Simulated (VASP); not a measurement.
# MoSe (Fm-3m) in VASP: a series of runs, part 2 of 3

VASP 6.6.1.

## (3) Single point, PBEsol

File INCAR:

```
ALGO = Normal
EDIFF = 1E-7
ENCUT = 520
GGA = PS
ISIF = 2
ISMEAR = 0
LASPH = T
LCHARG = T
LELF = T
LREAL = F
LVHAR = T
LWAVE = F
NBANDS = 17
NELM = 100
PREC = Accurate
SIGMA = 0.1
```

File KPOINTS:

```
k-points
0
Gamma
  14 14 14
```

File POSCAR:

```
MoSe
1.0
    0.0000000000      2.5748516652      2.5748516652
    2.5748516652      0.0000000000      2.5748516652
    2.5748516652      2.5748516652      0.0000000000
Mo Se
1 1
Direct
    0.0000000000      0.0000000000      0.0000000000
    0.5000000000      0.5000000000      0.5000000000
```

Potentials or basis: VASP PAW PBE potentials, release 64 (Mo_sv, Se).

On the command line:

```sh
$ cat potpaw_PBE.64/Mo_sv/POTCAR potpaw_PBE.64/Se/POTCAR > POTCAR
$ mpirun -np 1 vasp_std > vasp.out
```

OUTCAR:

```text
EDIFF = 1E-7
   ENCUT = 520
   GGA = PS
   ISIF = 2
   ISMEAR = 0
   LASPH = T
   LREAL = F
   NELM = 100
   PREC = Accurate

 ion  position               nearest neighbor table
   1  0.000  0.000  0.000-   2 2.57   2 2.57   2 2.57   2 2.57   2 2.57   2 2.57
   2  0.500  0.500  0.500-   1 2.57   1 2.57   1 2.57   1 2.57   1 2.57   1 2.57

  LATTYP: Found a face centered cubic cell.
 ALAT       =     5.1497033304

  Lattice vectors:

 A1 = (   0.0000000000,   2.5748516652,   2.5748516652)
 A2 = (   2.5748516652,   0.0000000000,   2.5748516652)
 A3 = (   2.5748516652,   2.5748516652,   0.0000000000)

Analysis of symmetry for initial positions (statically):
=====================================================================
 Subroutine PRICEL returns:
 Original cell was already a primitive cell.

 Routine SETGRP: Setting up the symmetry group for a
 face centered cubic supercell.

 Subroutine GETGRP returns: Found 48 space group operations
 (whereof 48 operations were pure point group operations)
 out of a pool of 48 trial point group operations.

The static configuration has the point symmetry O_h .

Analysis of symmetry for dynamics (positions and initial velocities):
=====================================================================
 Subroutine PRICEL returns:
 Original cell was already a primitive cell.

 Routine SETGRP: Setting up the symmetry group for a
 face centered cubic supercell.

 Subroutine GETGRP returns: Found 48 space group operations
 (whereof 48 operations were pure point group operations)
 out of a pool of 48 trial point group operations.

The dynamic configuration has the point symmetry O_h .

 Subroutine INISYM returns: Found 48 space group operations
 (whereof 48 operations are pure point group operations),
 and found     1 'primitive' translations

----------------------------------------------------------------------------------------

                                     Primitive cell

  volume of cell :      34.1418
[... 108 lines left out ...]
     AMIX     =   0.40;   BMIX     =  1.00
     AMIX_MAG =   1.60;   BMIX_MAG =  1.00
  volume/ion in A,a.u.               =      17.07       115.20
  Fermi-wavevector in a.u.,A,eV,Ry     =   1.369796  2.588539 25.529177  1.876342
  Thomas-Fermi vector in A             =   2.495640
   LORBIT       =      0    0 simple, 1 ext, 2 COOP (PROOUT), +10 PAW based schemes
   GGA     = PS    functional components
   LHFCALC =     F    Hartree Fock is set to
   AEXX    =    0.0000 exact exchange contribution
   IVDW    =     0    specifies the selected vdW correction
   LEPSILON=     F    determine dielectric tensor
   LRPA    =     F    only Hartree local field effects (RPA)
 non-spin polarized calculation
 Gauss-broadening in eV      SIGMA  =   0.10
  energy-cutoff  :      520.00
  volume of cell :       34.14
 maximum number of plane-waves:       941
   NGX = 13   NGY = 13   NGZ = 13

 number of electron      20.0000001 magnetization

 Free energy of the ion-electron system (eV)
  ---------------------------------------------------
  ext. energy  EPLUGINS =         0.00000000
  ---------------------------------------------------
  free energy    TOTEN  =       -14.59901118 eV

  energy without entropy =      -14.58559749  energy(sigma->0) =      -14.59230433

 E-fermi :  10.0482     XC(G=0): -12.1264

 val. band max:       10.0224830288   @ k =  -0.1429   0.0714   0.0000
 cond. band min:      10.0483831291   @ k =   0.5000   0.2143   0.0714
 fundamental gap:      0.0259001003
 Fermi energy:        10.0482286606

 k-point     1 :       0.0000    0.0000    0.0000
  band No.  band energies     occupation
      1     -51.1180      2.00000
      2     -25.2565      2.00000
      3     -25.2565      2.00000
      4     -25.2565      2.00000
      5      -6.1871      2.00000
      6       7.7687      2.00000
[... 457 lines left out ...]
      4     -25.2703      2.00000
      5      -5.3734      2.00000
      6       3.7360      2.00000
[... 9 lines left out ...]
     16      18.8414      0.00000
     17      19.5997      0.00000

 [... further k-points ...]

------------------------ aborting loop because EDIFF is reached ----------------------------------------

  FORCE on cell =-STRESS in cart. coord.  units (eV):
  Direction    XX          YY          ZZ          XY          YZ          ZX
  --------------------------------------------------------------------------------------
  -------------------------------------------------------------------------------------
  Total        0.0818899      0.0818899      0.0818899      0.0000000      0.0000000      0.0000000
  in kB        3.8428571      3.8428571      3.8428571      0.0000000      0.0000000      0.0000000
  external PRESSURE =       3.8428571 kB  Pullay stress =       0.0000000 kB

 VOLUME and BASIS-vectors are now :
 -----------------------------------------------------------------------------
  energy-cutoff  :      520.00
  volume of cell :       34.14
      direct lattice vectors                 reciprocal lattice vectors
     0.000000000  2.574851665  2.574851665    -0.194185944  0.194185944  0.194185944
     2.574851665  0.000000000  2.574851665     0.194185944 -0.194185944  0.194185944
     2.574851665  2.574851665  0.000000000     0.194185944  0.194185944 -0.194185944

 POSITION                                       TOTAL-FORCE (eV/Angst)
 -----------------------------------------------------------------------------------
      0.00000      0.00000      0.00000         0.000000      0.000000      0.000000
      2.57485      2.57485      2.57485         0.000000     -0.000000     -0.000000
 -----------------------------------------------------------------------------------
    total drift:                               -0.000000      0.000000      0.000000

  FREE ENERGIE OF THE ION-ELECTRON SYSTEM (eV)
  ---------------------------------------------------
  free  energy   TOTEN  =       -14.5990111788 eV

  energy  without entropy=      -14.5855974884  energy(sigma->0) =      -14.59230433
```

OSZICAR:

```text
N       E                     dE             d eps       ncg     rms          rms(c)
DAV:   1     0.134834476657E+03    0.13483E+03   -0.10642E+04  3536   0.114E+03
DAV:   2    -0.116642490572E+02   -0.14650E+03   -0.14313E+03  4424   0.306E+02
DAV:   3    -0.150892900372E+02   -0.34250E+01   -0.33883E+01  3970   0.436E+01
DAV:   4    -0.151032009705E+02   -0.13911E-01   -0.13905E-01  4370   0.317E+00
DAV:   5    -0.151032606402E+02   -0.59670E-04   -0.59668E-04  4007   0.210E-01    0.149E+01
DAV:   6    -0.146304934926E+02    0.47277E+00   -0.23093E+00  3601   0.107E+01    0.566E+00
DAV:   7    -0.146049593825E+02    0.25534E-01   -0.11405E-01  3642   0.278E+00    0.360E+00
DAV:   8    -0.145991174707E+02    0.58419E-02   -0.18100E-02  3972   0.834E-01    0.332E-01
DAV:   9    -0.145990455501E+02    0.71921E-04   -0.19930E-04  3832   0.108E-01    0.199E-01
DAV:  10    -0.145990129314E+02    0.32619E-04   -0.21000E-04  3891   0.107E-01    0.325E-02
DAV:  11    -0.145990122252E+02    0.70619E-06   -0.12751E-05  4051   0.311E-02    0.230E-02
DAV:  12    -0.145990112177E+02    0.10075E-05   -0.11147E-06  3502   0.732E-03    0.198E-03
DAV:  13    -0.145990111788E+02    0.38910E-07   -0.30671E-08  1985   0.136E-03
   1 F= -.14599011E+02 E0= -.14592304E+02  d E =-.134137E-01
```

stdout:

```text
POSCAR found type information on POSCAR MoSe
 POSCAR found :  2 types and       2 ions
 scaLAPACK will be used
 -----------------------------------------------------------------------------
|                                                                             |
|                                                                             |
|     You enforced a specific xc type in the INCAR file but a different       |
|     I HOPE YOU KNOW WHAT YOU ARE DOING!                                     |
|                                                                             |
 -----------------------------------------------------------------------------

 LDA part: xc-table for (Slater+PW92), standard interpolation
 POSCAR, INCAR and KPOINTS ok, starting setup
 FFT: planning ... GRIDC
 FFT: planning ... GRID_SOFT
 FFT: planning ... GRID
 WAVECAR not read
 entering main loop
```

It took 91 s on 1 thread of Intel Xeon Platinum 8175M at 2.50GHz (Skylake/Cascade Lake), shared host; peak memory 0.2 GiB.

Results:

```yaml
Free_energy: -14.5990 eV
Pressure: 0.4 GPa
Band_gap_on_the_k_mesh: zero (bands 10 and 11 overlap by 2.39 eV)
```

Caveat: the PAW data sets were made with another functional, which shifts forces and pressure a little.

## (4) Single point, PBEsol, collinear spin, zero start

File INCAR:

```
ALGO = Normal
EDIFF = 1E-6
ENCUT = 520
GGA = PS
ISIF = 2
ISMEAR = 0
ISPIN = 2
LASPH = True
LCHARG = False
LMAXMIX = 4
LORBIT = 11
LREAL = False
LWAVE = False
MAGMOM = 0 0
NBANDS = 21
NELM = 150
NUPDOWN = 0.0
PREC = Accurate
SIGMA = 0.1
```

KPOINTS is that of step 3.

POSCAR is that of step 3.

Potentials or basis: VASP PAW PBE potentials, release 64 (Mo_sv, Se).

On the command line:

```sh
$ cat potpaw_PBE.64/Mo_sv/POTCAR potpaw_PBE.64/Se/POTCAR > POTCAR
$ mpirun -np 1 vasp_std > vasp.out
```

OUTCAR:

```text
EDIFF = 1E-6
   ENCUT = 520
   GGA = PS
   ISIF = 2
   ISMEAR = 0
   ISPIN = 2
   LASPH = True
   LORBIT = 11
   LREAL = False
   NELM = 150
   NUPDOWN = 0.0
   PREC = Accurate

 ion  position               nearest neighbor table
   1  0.000  0.000  0.000-   2 2.57   2 2.57   2 2.57   2 2.57   2 2.57   2 2.57
   2  0.500  0.500  0.500-   1 2.57   1 2.57   1 2.57   1 2.57   1 2.57   1 2.57

  LATTYP: Found a face centered cubic cell.
 ALAT       =     5.1497033304

  Lattice vectors:

 A1 = (   0.0000000000,   2.5748516652,   2.5748516652)
 A2 = (   2.5748516652,   0.0000000000,   2.5748516652)
 A3 = (   2.5748516652,   2.5748516652,   0.0000000000)

Analysis of symmetry for initial positions (statically):
=====================================================================
 Subroutine PRICEL returns:
 Original cell was already a primitive cell.

 Routine SETGRP: Setting up the symmetry group for a
 face centered cubic supercell.

[... 776 lines left out ...]
      4     -25.2570      1.00000
      5      -6.1871      1.00000
      6       7.7687      1.00000
[... 565 lines left out ...]
     20      25.9145      0.00000
     21      28.0046      0.00000

 [... further k-points ...]

------------------------ aborting loop because EDIFF is reached ----------------------------------------

  FORCE on cell =-STRESS in cart. coord.  units (eV):
  Direction    XX          YY          ZZ          XY          YZ          ZX
  --------------------------------------------------------------------------------------
  -------------------------------------------------------------------------------------
  Total        0.0880001      0.0880001      0.0880001      0.0000000      0.0000000     -0.0000000
  in kB        4.1295935      4.1295935      4.1295935      0.0000000      0.0000000     -0.0000000
  external PRESSURE =       4.1295935 kB  Pullay stress =       0.0000000 kB

 VOLUME and BASIS-vectors are now :
 -----------------------------------------------------------------------------
  energy-cutoff  :      520.00
  volume of cell :       34.14
      direct lattice vectors                 reciprocal lattice vectors
     0.000000000  2.574851665  2.574851665    -0.194185944  0.194185944  0.194185944
     2.574851665  0.000000000  2.574851665     0.194185944 -0.194185944  0.194185944
     2.574851665  2.574851665  0.000000000     0.194185944  0.194185944 -0.194185944

 POSITION                                       TOTAL-FORCE (eV/Angst)
 -----------------------------------------------------------------------------------
      0.00000      0.00000      0.00000         0.000000     -0.000000     -0.000000
      2.57485      2.57485      2.57485        -0.000000      0.000000      0.000000
 -----------------------------------------------------------------------------------
    total drift:                               -0.000000      0.000000      0.000000

  FREE ENERGIE OF THE ION-ELECTRON SYSTEM (eV)
  ---------------------------------------------------
  free  energy   TOTEN  =       -14.5990120733 eV

  energy  without entropy=      -14.5855983301  energy(sigma->0) =      -14.59230520

 total charge

# of ion       s       p       d       tot
------------------------------------------
    1        2.215   6.102   4.120  12.436
    2        1.431   2.399   0.135   3.964
--------------------------------------------------
tot          3.645   8.501   4.254  16.401

 magnetization (x)

# of ion       s       p       d       tot
------------------------------------------
    1       -0.000  -0.000  -0.000  -0.000
    2       -0.000   0.000   0.000   0.000
--------------------------------------------------
tot         -0.000   0.000  -0.000  -0.000
```

stdout:

```text
POSCAR found type information on POSCAR MoSe
 POSCAR found :  2 types and       2 ions
 scaLAPACK will be used
 -----------------------------------------------------------------------------
|                                                                             |
|                                                                             |
|     You enforced a specific xc type in the INCAR file but a different       |
|     I HOPE YOU KNOW WHAT YOU ARE DOING!                                     |
|                                                                             |
 -----------------------------------------------------------------------------

 LDA part: xc-table for (Slater+PW92), standard interpolation
 POSCAR, INCAR and KPOINTS ok, starting setup
 FFT: planning ... GRIDC
 FFT: planning ... GRID_SOFT
 FFT: planning ... GRID
 WAVECAR not read
 entering main loop
```

Run time: 2.7 min. Hardware: 1 thread of Intel Xeon Platinum 8175M at 2.50GHz (Skylake/Cascade Lake), shared host; peak memory 0.25 GiB.

What came out:

```
Free energy                                           : -14.5990 eV
Pressure                                              : 0.4 GPa
Net moment                                            : 0.00 μB per cell
Valence electrons inside the program's atomic spheres : Mo 12.44; Se 3.96
```

Caveat: the PAW data sets were made with another functional, which shifts forces and pressure a little; the total moment is fixed, so each spin has its own Fermi level.

[end of part 2 of 3]
